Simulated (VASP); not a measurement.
# Sn (Pm-3m) in VASP: notebook

Runs on Sn. Level: RPBE. Tasks: single point.

All numbers are computed with VASP 6.6.1; they aren't measurements. Logs are shortened: lines on timing, memory, paths and dates and some standing lists are left out, and cuts for length are marked.

## 1. The cell of the first run

It takes space group Pm-3m (No. 221, cubic). The conventional cell has a = 3.114 Å, b = 3.114 Å, c = 3.114 Å, α = 90.00°, β = 90.00°, γ = 90.00°. Sn (site symmetry m-3m) has 6 Sn at 3.11 Å within 4.1 Å.

## 2. Single point, RPBE

The input, INCAR:

```
SYSTEM = Sn
PREC = Accurate
ENCUT = 520
EDIFF = 1E-7
ISMEAR = -1
SIGMA = 0.1
LREAL = .FALSE.
LASPH = .TRUE.
NELM = 60
ALGO = Normal
ISIF = 2
LWAVE = .FALSE.
LCHARG = .TRUE.
GGA = RP
LELF = .TRUE.
LVHAR = .TRUE.
NBANDS = 13
```

The input, KPOINTS:

```
Automatic mesh
0
G
  11 11 11
  0 0 0
```

The input, POSCAR:

```
Sn
1.0
    3.1144414635      0.0000000000      0.0000000000
    0.0000000000      3.1144414635      0.0000000000
    0.0000000000      0.0000000000      3.1144414635
Sn
1
Direct
    0.0000000000      0.0000000000      0.0000000000
```

Potentials or basis: VASP PAW PBE potentials, release 64 (Sn_d).

Launch:

```console
$ cat potpaw_PBE.64/Sn_d/POTCAR > POTCAR
$ mpirun -np 1 vasp_std > vasp.out
```

OUTCAR:

```text
SYSTEM = Sn
   PREC = Accurate
   ENCUT = 520
   EDIFF = 1E-7
   ISMEAR = -1
   LREAL = .FALSE.
   LASPH = .TRUE.
   NELM = 60
   ISIF = 2
   GGA = RP

 ion  position               nearest neighbor table
   1  0.000  0.000  0.000-

  LATTYP: Found a simple cubic cell.
 ALAT       =     3.1144414635

  Lattice vectors:

 A1 = (   3.1144414635,   0.0000000000,   0.0000000000)
 A2 = (   0.0000000000,   3.1144414635,   0.0000000000)
 A3 = (   0.0000000000,   0.0000000000,   3.1144414635)

Analysis of symmetry for initial positions (statically):
=====================================================================
 Subroutine PRICEL returns:
 Original cell was already a primitive cell.

 Routine SETGRP: Setting up the symmetry group for a
 simple cubic supercell.

 Subroutine GETGRP returns: Found 48 space group operations
 (whereof 48 operations were pure point group operations)
 out of a pool of 48 trial point group operations.

The static configuration has the point symmetry O_h .

Analysis of symmetry for dynamics (positions and initial velocities):
=====================================================================
 Subroutine PRICEL returns:
 Original cell was already a primitive cell.

 Routine SETGRP: Setting up the symmetry group for a
 simple cubic supercell.

 Subroutine GETGRP returns: Found 48 space group operations
 (whereof 48 operations were pure point group operations)
 out of a pool of 48 trial point group operations.

The dynamic configuration has the point symmetry O_h .

 Subroutine INISYM returns: Found 48 space group operations
 (whereof 48 operations are pure point group operations),
 and found     1 'primitive' translations

----------------------------------------------------------------------------------------

                                     Primitive cell

  volume of cell :      30.2093

  direct lattice vectors                    reciprocal lattice vectors
     3.114441463  0.000000000  0.000000000     0.321084860  0.000000000  0.000000000
     0.000000000  3.114441463  0.000000000     0.000000000  0.321084860  0.000000000
     0.000000000  0.000000000  3.114441463     0.000000000  0.000000000  0.321084860

  length of vectors
     3.114441463  3.114441463  3.114441463     0.321084860  0.321084860  0.321084860

  position of ions in fractional coordinates (direct lattice)
     0.000000000  0.000000000  0.000000000

  ion indices of the primitive-cell ions
   primitive index   ion index
                 1           1

----------------------------------------------------------------------------------------

 KPOINTS: Automatic mesh

Automatic generation of k-mesh.
 Grid dimensions read from file:
 generate k-points for:   11   11   11

 Generating k-lattice:

  Cartesian coordinates                     Fractional coordinates (reciprocal lattice)
     0.029189533  0.000000000  0.000000000     0.090909091  0.000000000  0.000000000
     0.000000000  0.029189533  0.000000000     0.000000000  0.090909091  0.000000000
     0.000000000  0.000000000  0.029189533     0.000000000  0.000000000  0.090909091

  Length of vectors
     0.029189533  0.029189533  0.029189533

  Shift w.r.t. Gamma in fractional coordinates (k-lattice)
     0.000000000  0.000000000  0.000000000

 Subroutine IBZKPT returns following result:
 ===========================================

 Found     56 irreducible k-points:

 Following reciprocal coordinates:
            Coordinates               Weight
  0.000000  0.000000  0.000000      1.000000
  0.090909  0.000000  0.000000      6.000000
  0.181818  0.000000  0.000000      6.000000
  0.272727  0.000000  0.000000      6.000000
  0.363636  0.000000  0.000000      6.000000
  0.454545  0.000000  0.000000      6.000000
[... 16 lines left out ...]
  0.181818  0.090909  0.090909     24.000000
  0.272727  0.090909  0.090909     24.000000
 [... further k-points ...]
   k-points           NKPTS =     56   k-points in BZ     NKDIM =     56   number of bands    NBANDS=     13
   number of dos      NEDOS =    301   number of ions     NIONS =      1
   total plane-waves  NPLWV =  13824
   dimension x,y,z NGX =    24 NGY =   24 NGZ =   24
   dimension x,y,z NGXF=    48 NGYF=   48 NGZF=   48
   ions per type =               1
   NGX,Y,Z   is equivalent  to a cutoff of  12.81, 12.81, 12.81 a.u.
   NGXF,Y,Z  is equivalent  to a cutoff of  25.62, 25.62, 25.62 a.u.
 SYSTEM =  Sn
   PREC   = accura    normal or accurate (medium, high low for compatibility)
   ISTART =      0    job   : 0-new  1-cont  2-samecut
   ICHARG =      2    charge: 1-file 2-atom 10-const
   ISPIN  =      1    spin polarized calculation?
   LNONCOLLINEAR =      F non collinear calculations
   LSORBIT =      F    spin-orbit coupling
   LASPH  =      T    aspherical Exc in radial PAW
   ENCUT  =  520.0 eV  38.22 Ry    6.18 a.u.   5.79  5.79  5.79*2*pi/ulx,y,z
   NELM   =     60;   NELMIN=  2; NELMDL= -5     # of ELM steps
   EDIFF  = 0.1E-06   stopping-criterion for ELM
   LREAL  =      F    real-space projection
   EDIFFG = 0.1E-05   stopping-criterion for IOM
   NSW    =      0    number of steps for IOM
   IBRION =     -1    ionic relax: 0-MD 1-quasi-New 2-CG
   NFREE  =      0    steps in history (QN), initial steepest desc. (CG)
   ISIF   =      2    stress and relaxation
   ISYM   =      2    0-nonsym 1-usesym 2-fastsym
   POTIM  = 0.5000    time-step for ionic-motion
   TEBEG  =    0.0;   TEEND  =   0.0 temperature during run
   PSTRESS=    0.0 pullay stress
   NELECT =      14.0000    total number of electrons
   NUPDOWN=      -1.0000    fix difference up-down
   EMIN   =  10.00;   EMAX   =-10.00  energy-range for DOS
   EFERMI =   0.00;   METHOD = LEGACY
   ISMEAR =    -1;   SIGMA  =   0.10  broadening in eV -4-tet -1-fermi 0-gaus
   EFERMI_NEDOS =   21; number of points for ismear=-14 and -15
   IALGO  =     38    algorithm
   IMIX   =      4    mixing-type and parameters
     AMIX     =   0.40;   BMIX     =  1.00
     AMIX_MAG =   1.60;   BMIX_MAG =  1.00
  volume/ion in A,a.u.               =      30.21       203.86
  Fermi-wavevector in a.u.,A,eV,Ry     =   1.266885  2.394066 21.837332  1.604999
  Thomas-Fermi vector in A             =   2.400063
   LORBIT       =      0    0 simple, 1 ext, 2 COOP (PROOUT), +10 PAW based schemes
   GGA     = RP    functional components
   LHFCALC =     F    Hartree Fock is set to
   AEXX    =    0.0000 exact exchange contribution
   IVDW    =     0    specifies the selected vdW correction
   LEPSILON=     F    determine dielectric tensor
   LRPA    =     F    only Hartree local field effects (RPA)
 non-spin polarized calculation
  energy-cutoff  :      520.00
  volume of cell :       30.21
 maximum number of plane-waves:       837
 NGX is ok and might be reduce to    24
   NGX = 11   NGY = 11   NGZ = 11

 number of electron      13.9999984 magnetization

 Free energy of the ion-electron system (eV)
  ---------------------------------------------------
  ext. energy  EPLUGINS =         0.00000000
  ---------------------------------------------------
  free energy    TOTEN  =        -3.40577535 eV

  energy without entropy =       -3.38207487  energy(sigma->0) =       -3.39392511

 E-fermi :   6.6739     XC(G=0):  -9.6754

 val. band max:        6.6550407236   @ k =   0.4545   0.4545   0.3636
 cond. band min:       6.7671745060   @ k =   0.2727   0.2727   0.0909
 fundamental gap:      0.1121337824
 Fermi energy:         6.6739083431

 k-point     1 :       0.0000    0.0000    0.0000
  band No.  band energies     occupation
      1     -14.8507      2.00000
      2     -14.8507      2.00000
      3     -14.5202      2.00000
      4     -14.5202      2.00000
      5     -14.5202      2.00000
      6      -3.6544      2.00000
      7      11.9395      0.00000
      8      11.9395      0.00000
      9      11.9395      0.00000
     10      15.1813      0.00000
     11      15.1813      0.00000
     12      16.4262      0.00000
     13      26.4643      0.00000

 k-point     2 :       0.0909    0.0000    0.0000
  band No.  band energies     occupation
      1     -14.8495      2.00000
      2     -14.8295      2.00000
      3     -14.5271      2.00000
      4     -14.5271      2.00000
      5     -14.5197      2.00000
      6      -3.5277      2.00000
      7      10.4184      0.00000
      8      12.0733      0.00000
      9      12.0733      0.00000
     10      15.2793      0.00000
     11      15.9193      0.00000
     12      17.5022      0.00000
     13      25.3785      0.00000

 k-point     3 :       0.1818    0.0000    0.0000
  band No.  band energies     occupation
      1     -14.8461      2.00000
      2     -14.7726      2.00000
      3     -14.5454      2.00000
      4     -14.5454      2.00000
      5     -14.5182      2.00000
      6      -3.1495      2.00000
      7       8.0872      0.00000
      8      12.4609      0.00000
      9      12.4609      0.00000
     10      15.5741      0.00000
     11      16.3263      0.00000
     12      20.2875      0.00000
     13      23.5628      0.00000

 k-point     4 :       0.2727    0.0000    0.0000
  band No.  band energies     occupation
      1     -14.8417      2.00000
      2     -14.6979      2.00000
      3     -14.5694      2.00000
      4     -14.5694      2.00000
      5     -14.5162      2.00000
      6      -2.5308      2.00000
      7       5.8753      1.99932
      8      13.0543      0.00000
      9      13.0543      0.00000
     10      16.0678      0.00000
     11      16.8052      0.00000
     12      21.8080      0.00000
     13      22.5260      0.00000

 k-point     5 :       0.3636    0.0000    0.0000
  band No.  band energies     occupation
      1     -14.8377      2.00000
      2     -14.6291      2.00000
      3     -14.5913      2.00000
      4     -14.5913      2.00000
      5     -14.5144      2.00000
      6      -1.7221      2.00000
      7       3.9673      2.00000
      8      13.7407      0.00000
      9      13.7407      0.00000
     10      16.7599      0.00000
     11      17.4300      0.00000
     12      20.2491      0.00000
     13      20.9927      0.00000

 k-point     6 :       0.4545    0.0000    0.0000
  band No.  band energies     occupation
      1     -14.8352      2.00000
      2     -14.6042      2.00000
      3     -14.6042      2.00000
      4     -14.5881      2.00000
      5     -14.5133      2.00000
      6      -0.9539      2.00000
      7       2.6398      2.00000
      8      14.2677      0.00000
      9      14.2677      0.00000
     10      17.6132      0.00000
     11      18.0681      0.00000
     12      18.9572      0.00000
     13      20.0350      0.00000

 k-point     7 :       0.0909    0.0909    0.0000
  band No.  band energies     occupation
      1     -14.8384      2.00000
      2     -14.8181      2.00000
      3     -14.5341      2.00000
      4     -14.5267      2.00000
      5     -14.5262      2.00000
      6      -3.4011      2.00000
      7      10.4331      0.00000
      8      10.6665      0.00000
      9      12.2074      0.00000
     10      15.6680      0.00000
     11      17.0759      0.00000
     12      17.8539      0.00000
     13      23.9181      0.00000
[... 193 lines left out ...]
 k-point    20 :       0.4545    0.3636    0.0000
  band No.  band energies     occupation
      1     -14.7201      2.00000
      2     -14.7001      2.00000
      3     -14.5962      2.00000
      4     -14.5822      2.00000
      5     -14.4544      2.00000
      6       1.0053      2.00000
      7       4.3485      2.00000
      8       6.3561      1.91997
      9      10.9510      0.00000
     10      16.1943      0.00000
     11      19.6360      0.00000
     12      20.5807      0.00000
     13      21.6433      0.00000

 k-point    21 :       0.4545    0.4545    0.0000
  band No.  band energies     occupation
      1     -14.7175      2.00000
      2     -14.7088      2.00000
      3     -14.5948      2.00000
      4     -14.5947      2.00000
      5     -14.4192      2.00000
      6       1.8575      2.00000
      7       4.8095      2.00000
      8       4.9914      2.00000
      9       9.9570      0.00000
     10      16.7574      0.00000
     11      20.3250      0.00000
     12      20.7641      0.00000
     13      22.3772      0.00000

 k-point    22 :       0.0909    0.0909    0.0909
  band No.  band energies     occupation
      1     -14.8169      2.00000
      2     -14.8169      2.00000
      3     -14.5341      2.00000
      4     -14.5332      2.00000
      5     -14.5332      2.00000
      6      -3.2745      2.00000
      7      10.5605      0.00000
      8      10.5605      0.00000
      9      10.9247      0.00000
     10      17.1776      0.00000
     11      17.1776      0.00000
     12      18.1260      0.00000
     13      23.7545      0.00000

 k-point    23 :       0.1818    0.0909    0.0909
  band No.  band energies     occupation
      1     -14.8137      2.00000
      2     -14.7594      2.00000
      3     -14.5528      2.00000
      4     -14.5520      2.00000
      5     -14.5319      2.00000
      6      -2.8966      2.00000
      7       8.3281      0.00000
      8      10.9317      0.00000
      9      11.2085      0.00000
     10      17.4730      0.00000
     11      17.9581      0.00000
     12      20.2814      0.00000
     13      21.7288      0.00000

 k-point    24 :       0.2727    0.0909    0.0909
  band No.  band energies     occupation
      1     -14.8095      2.00000
      2     -14.6839      2.00000
      3     -14.5775      2.00000
      4     -14.5765      2.00000
      5     -14.5298      2.00000
      6      -2.2787      2.00000
      7       6.1210      1.99209
      8      11.5093      0.00000
      9      11.8100      0.00000
     10      17.8947      0.00000
     11      18.0820      0.00000
     12      19.9705      0.00000
     13      20.6870      0.00000

 [... further k-points ...]
[... 5 lines left out ...]
  --------------------------------------------------------------------------------------
  -------------------------------------------------------------------------------------
  Total        0.0656575      0.0656575      0.0656575      0.0000000      0.0000000      0.0000000
  in kB        3.4822033      3.4822033      3.4822033      0.0000000      0.0000000      0.0000000
  external PRESSURE =       3.4822033 kB  Pullay stress =       0.0000000 kB

 VOLUME and BASIS-vectors are now :
 -----------------------------------------------------------------------------
  energy-cutoff  :      520.00
  volume of cell :       30.21
      direct lattice vectors                 reciprocal lattice vectors
     3.114441463  0.000000000  0.000000000     0.321084860  0.000000000  0.000000000
     0.000000000  3.114441463  0.000000000     0.000000000  0.321084860  0.000000000
     0.000000000  0.000000000  3.114441463     0.000000000  0.000000000  0.321084860

 POSITION                                       TOTAL-FORCE (eV/Angst)
 -----------------------------------------------------------------------------------
      0.00000      0.00000      0.00000         0.000000      0.000000      0.000000
 -----------------------------------------------------------------------------------
    total drift:                               -0.000000      0.000000     -0.000000

  FREE ENERGIE OF THE ION-ELECTRON SYSTEM (eV)
  ---------------------------------------------------
  free  energy   TOTEN  =        -3.4057753520 eV

  energy  without entropy=       -3.3820748706  energy(sigma->0) =       -3.39392511
```

It took 12 s on 1 thread of AMD EPYC 9R45 (Zen 5), shared host; peak memory 0.11 GiB.

Results:

| Property | Result |
| --- | --- |
| Free energy | -3.4058 eV |
| Pressure | 0.3 GPa |
| Band gap on the k mesh | zero (band 7 reaches 11.94 eV, above the bottom of band 8 at 4.99 eV) |

Levels at points of the mesh, in eV from the Fermi level:
```csv
k point,band 5,band 6,band 7,band 8,band 9,band 10
"(0.00, 0.00, 0.00)",-21.19,-10.33,5.27,5.27,5.27,8.51
```

Caveat: the PAW data sets were made with another functional, which shifts forces and pressure a little; spin-orbit coupling is left out, which moves the levels of the heavy elements.

## 3. Single point, RPBE (volume scaled by 1.04)

Changes to INCAR since step 2:

```diff
@@ -12,6 +12,4 @@
 LWAVE = .FALSE.
-LCHARG = .TRUE.
+LCHARG = .FALSE.
 GGA = RP
-LELF = .TRUE.
-LVHAR = .TRUE.
 NBANDS = 13
```

KPOINTS is that of step 2.

The input, POSCAR:

```
Sn
1.0
    3.1554256564      0.0000000000      0.0000000000
    0.0000000000      3.1554256564      0.0000000000
    0.0000000000      0.0000000000      3.1554256564
Sn
1
Direct
    0.0000000000      0.0000000000      0.0000000000
```

Potentials or basis: VASP PAW PBE potentials, release 64 (Sn_d).

Launch:

```console
$ cat potpaw_PBE.64/Sn_d/POTCAR > POTCAR
$ mpirun -np 1 vasp_std > vasp.out
```

OUTCAR:

```text
SYSTEM = Sn
   PREC = Accurate
   ENCUT = 520
   EDIFF = 1E-7
   ISMEAR = -1
   LREAL = .FALSE.
   LASPH = .TRUE.
   NELM = 60
   ISIF = 2
   GGA = RP

 ion  position               nearest neighbor table
   1  0.000  0.000  0.000-

  LATTYP: Found a simple cubic cell.
 ALAT       =     3.1554256564

  Lattice vectors:

 A1 = (   3.1554256564,   0.0000000000,   0.0000000000)
 A2 = (   0.0000000000,   3.1554256564,   0.0000000000)
 A3 = (   0.0000000000,   0.0000000000,   3.1554256564)

[... 553 lines left out ...]
      5     -14.9522      2.00000
      6      -2.5047      2.00000
      7       5.7335      1.98953
      8      10.9473      0.00000
      9      11.2187      0.00000
     10      17.2500      0.00000
     11      17.3902      0.00000
     12      19.3246      0.00000
     13      19.9412      0.00000

 [... further k-points ...]
[... 5 lines left out ...]
  --------------------------------------------------------------------------------------
  -------------------------------------------------------------------------------------
  Total       -0.2324782     -0.2324782     -0.2324782      0.0000000     -0.0000000      0.0000000
  in kB      -11.8554762    -11.8554762    -11.8554762      0.0000000     -0.0000000      0.0000000
  external PRESSURE =     -11.8554762 kB  Pullay stress =       0.0000000 kB

 VOLUME and BASIS-vectors are now :
 -----------------------------------------------------------------------------
  energy-cutoff  :      520.00
  volume of cell :       31.42
      direct lattice vectors                 reciprocal lattice vectors
     3.155425656  0.000000000  0.000000000     0.316914454  0.000000000  0.000000000
     0.000000000  3.155425656  0.000000000     0.000000000  0.316914454  0.000000000
     0.000000000  0.000000000  3.155425656     0.000000000  0.000000000  0.316914454

 POSITION                                       TOTAL-FORCE (eV/Angst)
 -----------------------------------------------------------------------------------
      0.00000      0.00000      0.00000         0.000000      0.000000      0.000000
 -----------------------------------------------------------------------------------
    total drift:                               -0.000000      0.000000     -0.000000

  FREE ENERGIE OF THE ION-ELECTRON SYSTEM (eV)
  ---------------------------------------------------
  free  energy   TOTEN  =        -3.4026881759 eV

  energy  without entropy=       -3.3782336084  energy(sigma->0) =       -3.39046089
```

stdout:

```text
POSCAR found type information on POSCAR Sn
 POSCAR found :  1 types and       1 ions
 scaLAPACK will be used
 -----------------------------------------------------------------------------
|                                                                             |
|                                                                             |
|     You enforced a specific xc type in the INCAR file but a different       |
|     I HOPE YOU KNOW WHAT YOU ARE DOING!                                     |
|                                                                             |
 -----------------------------------------------------------------------------

 LDA part: xc-table for (Slater+PW92), standard interpolation
 POSCAR, INCAR and KPOINTS ok, starting setup
 FFT: planning ... GRIDC
 FFT: planning ... GRID_SOFT
 FFT: planning ... GRID
 WAVECAR not read
 entering main loop
```

Wall time 12 s (1 thread of AMD EPYC 9R45 (Zen 5), shared host); peak memory 0.11 GiB.

What came out:

```yaml
Free_energy: -3.4027 eV
Pressure: -1.2 GPa
Band_gap_on_the_k_mesh: zero (band 7 reaches 11.36 eV, above the bottom of band 8 at 4.64 eV)
```

Levels at points of the mesh, in eV from the Fermi level:
| k point | band 3 | band 4 | band 5 | band 6 | band 7 | band 8 | band 9 | band 10 | band 11 | band 12 |
| --- | --- | --- | --- | --- | --- | --- | --- | --- | --- | --- |
| (0.00, 0.00, 0.00) | -21.20 | -21.20 | -21.20 | -10.09 | 5.10 | 5.10 | 5.10 | 8.35 | 8.35 | 9.45 |

Caveat: the PAW data sets were made with another functional, which shifts forces and pressure a little; spin-orbit coupling is left out, which moves the levels of the heavy elements.
